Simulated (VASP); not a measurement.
The system is MgO.

```
Mg O
1.0
     3.37042    0.00000    0.00000
    -1.68521    2.91887    0.00000
     0.00000    0.00000    5.16023
Mg O
2 2
Cartesian
  0.0000 1.9459 -0.0460
  1.6852 0.9730 2.5341
  0.0000 1.9459 1.9811
  1.6852 0.9730 4.5612
```

This cell differs from its parent crystal: strain +2.5%.

Base run:

- Program: VASP 6.6.1
- Functional: r2SCAN
- Potentials or basis: VASP PAW PBE potentials, release 64 (Mg, O)
- Cutoff: 520 eV
- k mesh: 12 × 12 × 6
- Occupations: gaussian, width 0.01 eV
- Spin: no spin polarisation

Its results: band gap on the k mesh 3.81 eV; pressure -8.7 GPa.

Question: The run is repeated on the same cell with these changes: functional from r2SCAN to HSE06; k mesh from 12 × 12 × 6 to 6 × 6 × 4. What comes out?

Answer: Band gap on the k mesh 4.70 eV; pressure -8.3 GPa.

Several settings changed at once.

Caveats: the cell stands under tension; the PAW data sets were made with another functional, which shifts forces and pressure a little.

A k mesh can miss the band edges.
